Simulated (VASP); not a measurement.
# ZrO2 (P4_2/nmc) in VASP: notebook

ZrO2 is run at these levels: PBE; tasks: single point.

Program: VASP 6.6.1. These are calculated values, not measurements. Logs are shortened: lines on timing, memory, paths and dates and some standing lists are left out, and cuts for length are marked.

## Step 1: The cell of the first run

The structure is tetragonal, space group P4_2/nmc (No. 137). Conventional cell: a = 3.621 Å, b = 3.621 Å, c = 5.283 Å, α = 90.00°, β = 90.00°, γ = 90.00°. Zr (site symmetry -4m2) has 8 O at 2.08 to 2.43 Å within 2.8 Å. O (site symmetry 2mm) has 4 Zr at 2.08 to 2.43 Å and 6 O at 2.63 to 2.64 Å within 2.8 Å.

## Step 2: Single point, PBE, non-collinear spin, zero start, spin-orbit coupling

Input file INCAR:

```
SYSTEM = ZrO2
PREC = Accurate ; ENCUT = 600
EDIFF = 1E-6 ; ISMEAR = 0
SIGMA = 0.05 ; LREAL = .FALSE.
LASPH = .TRUE. ; NELM = 200
ALGO = Normal ; ISIF = 2
LWAVE = .FALSE. ; LCHARG = .FALSE.
MAGMOM = 0 0 0 0 0 0 0 0 0 0 0 0 0 0 0 0 0 0 ; LORBIT = 11
LSORBIT = .TRUE. ; GGA_COMPAT = .FALSE.
LORBMOM = .TRUE. ; LMAXMIX = 4
GGA = PE ; NBANDS = 64
```

Input file KPOINTS:

```
Automatic mesh
0
G
  6 6 4
  0 0 0
```

Input file POSCAR:

```
ZrO2
1.0
    3.6208211003      0.0000000000      0.0000000000
    0.0000000000      3.6208211003      0.0000000000
    0.0000000000      0.0000000000      5.2831522578
Zr O
2 4
Direct
    0.0000000000      0.0000000000      0.0000000000
    0.5000000000      0.5000000000      0.5000000000
    0.0000000000      0.5000000000      0.1928116375
    0.0000000000      0.5000000000      0.6928116375
    0.5000000000      0.0000000000      0.3071883625
    0.5000000000      0.0000000000      0.8071883625
```

Potentials or basis: VASP PAW PBE potentials, release 64 (Zr_sv, O).

Run with:

```bash
$ cat potpaw_PBE.64/Zr_sv/POTCAR potpaw_PBE.64/O/POTCAR > POTCAR
$ mpirun -np 1 vasp_ncl > vasp.out
```

OUTCAR:

```text
SYSTEM = ZrO2
   PREC = Accurate
   ENCUT = 600
   EDIFF = 1E-6
   ISMEAR = 0
   LREAL = .FALSE.
   LASPH = .TRUE.
   NELM = 200
   ISIF = 2
   LORBIT = 11
   LSORBIT = .TRUE.
   GGA = PE

 ion  position               nearest neighbor table
   1  0.000  0.000  0.000-   3 2.08   6 2.08   3 2.08   6 2.08   5 2.43   4 2.43   5 2.43   4 2.43
                             2 3.68   2 3.68   2 3.68   2 3.68   2 3.68   2 3.68   2 3.68   2 3.68
   2  0.500  0.500  0.500-   4 2.08   5 2.08   5 2.08   4 2.08   3 2.43   6 2.43   3 2.43   6 2.43
                             1 3.68   1 3.68   1 3.68   1 3.68   1 3.68   1 3.68   1 3.68   1 3.68
   3  0.000  0.500  0.193-   1 2.08   1 2.08   2 2.43   2 2.43
   4  0.000  0.500  0.693-   2 2.08   2 2.08   1 2.43   1 2.43
   5  0.500  0.000  0.307-   2 2.08   2 2.08   1 2.43   1 2.43
   6  0.500  0.000  0.807-   1 2.08   1 2.08   2 2.43   2 2.43

  LATTYP: Found a simple tetragonal cell.
 ALAT       =     3.6208211003
 C/A-ratio  =     1.4591033667

  Lattice vectors:

 A1 = (   3.6208211003,   0.0000000000,   0.0000000000)
 A2 = (   0.0000000000,   3.6208211003,   0.0000000000)
 A3 = (   0.0000000000,   0.0000000000,   5.2831522578)

Analysis of symmetry for initial positions (statically):
=====================================================================
 Subroutine PRICEL returns:
 Original cell was already a primitive cell.

 Routine SETGRP: Setting up the symmetry group for a
 simple tetragonal supercell.

 Subroutine GETGRP returns: Found 16 space group operations
 (whereof  8 operations were pure point group operations)
 out of a pool of 16 trial point group operations.

The static configuration has the point symmetry D_2d.
 The point group associated with its full space group is D_4h.

Analysis of symmetry for dynamics (positions and initial velocities):
=====================================================================
 Subroutine PRICEL returns:
 Original cell was already a primitive cell.

 Routine SETGRP: Setting up the symmetry group for a
 simple tetragonal supercell.

 Subroutine GETGRP returns: Found 16 space group operations
 (whereof  8 operations were pure point group operations)
 out of a pool of 16 trial point group operations.

The dynamic configuration has the point symmetry D_2d.
 The point group associated with its full space group is D_4h.

Analysis of structural, dynamic, and magnetic symmetry:
=====================================================================
 Subroutine PRICEL returns:
 Original cell was already a primitive cell.

 Routine SETGRP: Setting up the symmetry group for a
 simple tetragonal supercell.

 Subroutine GETGRP returns: Found 16 space group operations
 (whereof  8 operations were pure point group operations)
 out of a pool of 16 trial point group operations.

The overall configuration has the point symmetry D_2d.
 The point group associated with its full space group is D_4h.

 Subroutine INISYM returns: Found 16 space group operations
 (whereof  8 operations are pure point group operations),
 and found     1 'primitive' translations

----------------------------------------------------------------------------------------

                                     Primitive cell

  volume of cell :      69.2640

  direct lattice vectors                    reciprocal lattice vectors
     3.620821100  0.000000000  0.000000000     0.276180450  0.000000000  0.000000000
     0.000000000  3.620821100  0.000000000     0.000000000  0.276180450  0.000000000
     0.000000000  0.000000000  5.283152258     0.000000000  0.000000000  0.189280935

  length of vectors
     3.620821100  3.620821100  5.283152258     0.276180450  0.276180450  0.189280935

  position of ions in fractional coordinates (direct lattice)
     0.000000000  0.000000000  0.000000000
     0.500000000  0.500000000  0.500000000
     0.000000000  0.500000000  0.192811638
     0.000000000  0.500000000  0.692811638
     0.500000000  0.000000000  0.307188362
     0.500000000  0.000000000  0.807188362

  ion indices of the primitive-cell ions
   primitive index   ion index
                 1           1
                 2           2
                 3           3
                 4           4
                 5           5
                 6           6

----------------------------------------------------------------------------------------

 KPOINTS: Automatic mesh

Automatic generation of k-mesh.
 Grid dimensions read from file:
 generate k-points for:    6    6    4

 Generating k-lattice:

  Cartesian coordinates                     Fractional coordinates (reciprocal lattice)
     0.046030075  0.000000000  0.000000000     0.166666667  0.000000000  0.000000000
     0.000000000  0.046030075  0.000000000     0.000000000  0.166666667  0.000000000
     0.000000000  0.000000000  0.047320234     0.000000000  0.000000000  0.250000000
[... 92 lines left out ...]
 NGX is ok and might be reduce to    30
   NGX = 15   NGY = 15   NGZ = 21

 number of electron      47.9999992 magnetization      -0.0000000      0.0000000      0.0000000

 number of electron      47.9999992 magnetization      -0.0000000     -0.0000000      0.0000000

 number of electron      47.9999992 magnetization       0.0000000      0.0000000      0.0000000

 Free energy of the ion-electron system (eV)
  ---------------------------------------------------
  ext. energy  EPLUGINS =         0.00000000
  ---------------------------------------------------
  free energy    TOTEN  =       -57.48498056 eV

  energy without entropy =      -57.48498056  energy(sigma->0) =      -57.48498056

 E-fermi :   6.4058     XC(G=0): -11.5021

 val. band max:        6.0156386165   @ k =   0.3333   0.1667   0.0000
 cond. band min:      10.0636990760   @ k =   0.0000   0.0000   0.0000
 fundamental gap:      4.0480604595
 Fermi energy:         6.4057931933

 k-point     1 :       0.0000    0.0000    0.0000
  band No.  band energies     occupation
      1     -41.4485      1.00000
      2     -41.4485      1.00000
      3     -41.4036      1.00000
      4     -41.4036      1.00000
      5     -20.7650      1.00000
      6     -20.7650      1.00000
[... 1501 lines left out ...]
     59      12.3059      0.00000
     60      12.3059      0.00000

 [... further k-points ...]

 [bands above 60 left out]

------------------------ aborting loop because EDIFF is reached ----------------------------------------

  FORCE on cell =-STRESS in cart. coord.  units (eV):
  Direction    XX          YY          ZZ          XY          YZ          ZX
  --------------------------------------------------------------------------------------
  -------------------------------------------------------------------------------------
  Total        0.0644333      0.0644333     -0.0038198      0.0000000      0.0000000      0.0000000
  in kB        1.4904367      1.4904367     -0.0883585      0.0000000      0.0000000      0.0000000
  external PRESSURE =       0.9641716 kB  Pullay stress =       0.0000000 kB

 VOLUME and BASIS-vectors are now :
 -----------------------------------------------------------------------------
  energy-cutoff  :      600.00
  volume of cell :       69.26
      direct lattice vectors                 reciprocal lattice vectors
     3.620821100  0.000000000  0.000000000     0.276180450  0.000000000  0.000000000
     0.000000000  3.620821100  0.000000000     0.000000000  0.276180450  0.000000000
     0.000000000  0.000000000  5.283152258     0.000000000  0.000000000  0.189280935

 POSITION                                       TOTAL-FORCE (eV/Angst)
 -----------------------------------------------------------------------------------
      0.00000      0.00000      0.00000         0.000000     -0.000000     -0.000000
      1.81041      1.81041      2.64158        -0.000000      0.000000     -0.000000
      0.00000      1.81041      1.01865        -0.000000      0.000000      0.018065
      0.00000      1.81041      3.66023         0.000000      0.000000      0.018065
      1.81041      0.00000      1.62292         0.000000      0.000000     -0.018065
      1.81041      0.00000      4.26450        -0.000000      0.000000     -0.018065
 -----------------------------------------------------------------------------------
    total drift:                                0.000000      0.000000      0.000000

  FREE ENERGIE OF THE ION-ELECTRON SYSTEM (eV)
  ---------------------------------------------------
  free  energy   TOTEN  =       -57.4849805619 eV

  energy  without entropy=      -57.4849805619  energy(sigma->0) =      -57.48498056

 orbital moment (x)

 # of ion     p       d       tot
 ----------------------------------------
  1         0.000  -0.000  -0.000
  2        -0.000   0.000  -0.000
  3         0.000   0.000   0.000
  4        -0.000   0.000  -0.000
  5         0.000   0.000   0.000
  6         0.000   0.000   0.000
 ----------------------------------------
            0.000  -0.000   0.000

 orbital moment (y)

 # of ion     p       d       tot
 ----------------------------------------
  1         0.000  -0.000  -0.000
  2         0.000  -0.000  -0.000
  3        -0.000   0.000  -0.000
  4        -0.000   0.000  -0.000
  5        -0.000   0.000  -0.000
  6        -0.000   0.000  -0.000
 ----------------------------------------
           -0.000  -0.000  -0.000

 orbital moment (z)

 # of ion     p       d       tot
 ----------------------------------------
  1         0.000   0.000   0.000
  2         0.000   0.000   0.000
  3         0.000   0.000   0.000
  4         0.000   0.000   0.000
  5        -0.000   0.000  -0.000
  6         0.000   0.000   0.000
 ----------------------------------------
            0.000   0.000   0.000

 Spin-Orbit-Coupling matrix elements

 Ion:    1  E_soc:     -0.1337942
 l=   1
     0.0000000    -0.0219573    -0.0219359
    -0.0219573     0.0000000    -0.0219573
    -0.0219359    -0.0219573     0.0000000
 l=   2
     0.0000000    -0.0000636     0.0000000    -0.0000636    -0.0002742
    -0.0000636     0.0000000    -0.0001857    -0.0000928    -0.0000905
     0.0000000    -0.0001857     0.0000000    -0.0001857     0.0000000
    -0.0000636    -0.0000928    -0.0001857     0.0000000    -0.0000905
    -0.0002742    -0.0000905     0.0000000    -0.0000905     0.0000000
 l=   3
     0.0000000     0.0000000     0.0000000     0.0000000     0.0000000     0.0000000     0.0000000
     0.0000000     0.0000000     0.0000000     0.0000000     0.0000000     0.0000000     0.0000000
     0.0000000     0.0000000     0.0000000     0.0000000     0.0000000     0.0000000     0.0000000
     0.0000000     0.0000000     0.0000000     0.0000000     0.0000000     0.0000000     0.0000000
[... 89 lines left out ...]
 l=   2
     0.0000000     0.0000000     0.0000000     0.0000000     0.0000000
     0.0000000     0.0000000     0.0000000     0.0000000     0.0000000
     0.0000000     0.0000000     0.0000000     0.0000000     0.0000000
     0.0000000     0.0000000     0.0000000     0.0000000     0.0000000
     0.0000000     0.0000000     0.0000000     0.0000000     0.0000000
 l=   3
     0.0000000     0.0000000     0.0000000     0.0000000     0.0000000     0.0000000     0.0000000
     0.0000000     0.0000000     0.0000000     0.0000000     0.0000000     0.0000000     0.0000000
     0.0000000     0.0000000     0.0000000     0.0000000     0.0000000     0.0000000     0.0000000
     0.0000000     0.0000000     0.0000000     0.0000000     0.0000000     0.0000000     0.0000000
     0.0000000     0.0000000     0.0000000     0.0000000     0.0000000     0.0000000     0.0000000
     0.0000000     0.0000000     0.0000000     0.0000000     0.0000000     0.0000000     0.0000000
     0.0000000     0.0000000     0.0000000     0.0000000     0.0000000     0.0000000     0.0000000

 total charge

# of ion       s       p       d       tot
------------------------------------------
    1        2.176   6.046   1.371   9.593
    2        2.176   6.046   1.371   9.593
    3        1.562   3.525   0.000   5.086
    4        1.562   3.525   0.000   5.086
    5        1.562   3.525   0.000   5.086
    6        1.562   3.525   0.000   5.086
--------------------------------------------------
tot         10.598  26.191   2.742  39.531

 magnetization (x)

# of ion       s       p       d       tot
------------------------------------------
    1       -0.000   0.000   0.000  -0.000
    2        0.000   0.000   0.000   0.000
    3        0.000   0.000   0.000   0.000
    4        0.000   0.000   0.000   0.000
    5        0.000   0.000   0.000   0.000
    6        0.000   0.000   0.000   0.000
--------------------------------------------------
tot          0.000   0.000   0.000   0.000

 magnetization (y)

# of ion       s       p       d       tot
------------------------------------------
    1        0.000   0.000   0.000   0.000
    2        0.000   0.000   0.000   0.000
    3        0.000   0.000   0.000   0.000
    4       -0.000   0.000   0.000  -0.000
    5        0.000   0.000   0.000   0.000
    6        0.000   0.000   0.000   0.000
--------------------------------------------------
tot          0.000   0.000   0.000   0.000

 magnetization (z)

# of ion       s       p       d       tot
------------------------------------------
    1        0.000   0.000   0.000   0.000
    2        0.000   0.000   0.000   0.000
    3       -0.000   0.000   0.000  -0.000
    4        0.000  -0.000   0.000  -0.000
    5       -0.000  -0.000   0.000  -0.000
    6       -0.000  -0.000   0.000  -0.000
--------------------------------------------------
tot          0.000  -0.000   0.000   0.000
```

Wall time 3.4 min (1 thread of Intel Xeon 6975P-C (Granite Rapids), shared host); peak memory 0.47 GiB.

What came out:

```yaml
Free_energy: -57.4850 eV
Pressure: 0.1 GPa
Largest_force: 0.018 eV/Å
Net_moment: 0.00 μB per cell
Valence_electrons_inside_the_program's_atomic_spheres: Zr 9.59; O 5.09
```

Forces on the atoms (eV/Å):
```
Zr   0.000  0.000  0.000
Zr   0.000  0.000  0.000
O    0.000  0.000  0.018
O    0.000  0.000  0.018
O    0.000  0.000 -0.018
O    0.000  0.000 -0.018
```

Stress tensor (GPa, compression positive):
```
 0.15  0.00  0.00
 0.00  0.15  0.00
 0.00  0.00 -0.01
```

Moments on the atoms (μB; x, y, z):
```
Zr  0.00 0.00 0.00
Zr  0.00 0.00 0.00
O   0.00 0.00 0.00
O   0.00 0.00 0.00
O   0.00 0.00 0.00
O   0.00 0.00 0.00
```

## Step 3: Single point, PBE, non-collinear spin, zero start, spin-orbit coupling

Input file INCAR:

```
PREC = Accurate
ENCUT = 600
EDIFF = 1E-6
ISMEAR = 0
SIGMA = 0.05
LREAL = False
LASPH = True
NELM = 200
ALGO = Normal
ISIF = 2
LWAVE = False
LCHARG = False
MAGMOM = 0 0 0 0 0 0 0 0 0 0 0 0 0 0 0 0 0 0
LORBIT = 11
LSORBIT = True
GGA_COMPAT = False
LORBMOM = True
LMAXMIX = 4
GGA = PE
NBANDS = 64
```

Input file KPOINTS:

```
Automatic mesh
0
Gamma
  6 6 4
```

POSCAR is that of step 2.

Potentials or basis: VASP PAW PBE potentials, release 64 (Zr_sv, O).

Run with:

```bash
$ cat potpaw_PBE.64/Zr_sv/POTCAR potpaw_PBE.64/O/POTCAR > POTCAR
$ mpirun -np 1 vasp_ncl > vasp.out
```

OUTCAR:

```text
PREC = Accurate
   ENCUT = 600
   EDIFF = 1E-6
   ISMEAR = 0
   LREAL = False
   LASPH = True
   NELM = 200
   ISIF = 2
   LORBIT = 11
   LSORBIT = True
   GGA = PE

 ion  position               nearest neighbor table
   1  0.000  0.000  0.000-   3 2.08   6 2.08   3 2.08   6 2.08   5 2.43   4 2.43   5 2.43   4 2.43
                             2 3.68   2 3.68   2 3.68   2 3.68   2 3.68   2 3.68   2 3.68   2 3.68
   2  0.500  0.500  0.500-   4 2.08   5 2.08   5 2.08   4 2.08   3 2.43   6 2.43   3 2.43   6 2.43
                             1 3.68   1 3.68   1 3.68   1 3.68   1 3.68   1 3.68   1 3.68   1 3.68
   3  0.000  0.500  0.193-   1 2.08   1 2.08   2 2.43   2 2.43
   4  0.000  0.500  0.693-   2 2.08   2 2.08   1 2.43   1 2.43
   5  0.500  0.000  0.307-   2 2.08   2 2.08   1 2.43   1 2.43
   6  0.500  0.000  0.807-   1 2.08   1 2.08   2 2.43   2 2.43

  LATTYP: Found a simple tetragonal cell.
 ALAT       =     3.6208211003
 C/A-ratio  =     1.4591033667
[... 1935 lines left out ...]
    2        2.176   6.046   1.371   9.593
    3        1.562   3.525   0.000   5.086
    4        1.562   3.525   0.000   5.086
    5        1.562   3.525   0.000   5.086
    6        1.562   3.525   0.000   5.086
--------------------------------------------------
tot         10.598  26.191   2.742  39.531

 magnetization (x)

# of ion       s       p       d       tot
------------------------------------------
    1       -0.000   0.000   0.000  -0.000
    2        0.000   0.000   0.000   0.000
    3        0.000   0.000   0.000   0.000
    4        0.000   0.000   0.000   0.000
    5        0.000   0.000   0.000   0.000
    6        0.000   0.000   0.000   0.000
--------------------------------------------------
tot          0.000   0.000   0.000   0.000

 magnetization (y)

# of ion       s       p       d       tot
------------------------------------------
    1        0.000   0.000   0.000   0.000
    2        0.000   0.000   0.000   0.000
    3        0.000   0.000   0.000   0.000
    4       -0.000   0.000   0.000  -0.000
    5        0.000   0.000   0.000   0.000
    6        0.000   0.000   0.000   0.000
--------------------------------------------------
tot          0.000   0.000   0.000   0.000

 magnetization (z)

# of ion       s       p       d       tot
------------------------------------------
    1        0.000   0.000   0.000   0.000
    2        0.000   0.000   0.000   0.000
    3       -0.000   0.000   0.000  -0.000
    4        0.000  -0.000   0.000  -0.000
    5       -0.000  -0.000   0.000  -0.000
    6       -0.000  -0.000   0.000  -0.000
--------------------------------------------------
tot          0.000  -0.000   0.000   0.000
```

OSZICAR:

```text
N       E                     dE             d eps       ncg     rms          rms(c)
DAV:   1     0.491821600372E+03    0.49182E+03   -0.29135E+04  3840   0.171E+03
DAV:   2    -0.286712781720E+02   -0.52049E+03   -0.49682E+03  4632   0.455E+02
DAV:   3    -0.672163425373E+02   -0.38545E+02   -0.38296E+02  5176   0.118E+02
DAV:   4    -0.696261582106E+02   -0.24098E+01   -0.24060E+01  5792   0.231E+01
DAV:   5    -0.697257139865E+02   -0.99556E-01   -0.99544E-01  4952   0.370E+00    0.364E+01
DAV:   6    -0.574356975607E+02    0.12290E+02   -0.55777E+01  4920   0.480E+01    0.137E+01
DAV:   7    -0.575159455518E+02   -0.80248E-01   -0.43852E+00  5224   0.115E+01    0.912E+00
DAV:   8    -0.574983456127E+02    0.17600E-01   -0.61558E-01  4400   0.531E+00    0.159E+00
DAV:   9    -0.574829798277E+02    0.15366E-01   -0.13624E-01  4768   0.196E+00    0.705E-01
DAV:  10    -0.574841849471E+02   -0.12051E-02   -0.11713E-02  4936   0.788E-01    0.475E-01
DAV:  11    -0.574850080581E+02   -0.82311E-03   -0.19265E-03  4736   0.337E-01    0.137E-01
DAV:  12    -0.574849944822E+02    0.13576E-04   -0.65709E-04  4568   0.194E-01    0.847E-02
DAV:  13    -0.574849786871E+02    0.15795E-04   -0.16742E-04  4440   0.932E-02    0.176E-02
DAV:  14    -0.574849800633E+02   -0.13762E-05   -0.74485E-06  4920   0.175E-02    0.446E-03
DAV:  15    -0.574849805619E+02   -0.49866E-06   -0.78694E-07  2920   0.562E-03
   1 F= -.57484981E+02 E0= -.57484981E+02  d E =-.603846E-29  mag=     0.0000     0.0000    -0.0000
```

stdout:

```text
POSCAR found type information on POSCAR ZrO
 POSCAR found :  2 types and       6 ions
 scaLAPACK will be used
 LDA part: xc-table for (Slater+PW92), standard interpolation
 POSCAR, INCAR and KPOINTS ok, starting setup
 FFT: planning ... GRIDC
 FFT: planning ... GRID_SOFT
 FFT: planning ... GRID
 WAVECAR not read
 entering main loop
```

It took 9.5 min on 1 thread of Intel Xeon Platinum 8488C (Sapphire Rapids), shared host; peak memory 0.47 GiB.

What came out:

```yaml
Free_energy: -57.4850 eV
Pressure: 0.1 GPa
Largest_force: 0.018 eV/Å
Net_moment: 0.00 μB per cell
Valence_electrons_inside_the_program's_atomic_spheres: Zr 9.59; O 5.09
```

Forces in eV/Å, atoms in the order of the input:
```
Zr   0.000  0.000  0.000
Zr   0.000  0.000  0.000
O    0.000  0.000  0.018
O    0.000  0.000  0.018
O    0.000  0.000 -0.018
O    0.000  0.000 -0.018
```

Moments on the atoms (μB; x, y, z):
```
Zr  0.00 0.00 0.00
Zr  0.00 0.00 0.00
O   0.00 0.00 0.00
O   0.00 0.00 0.00
O   0.00 0.00 0.00
O   0.00 0.00 0.00
```
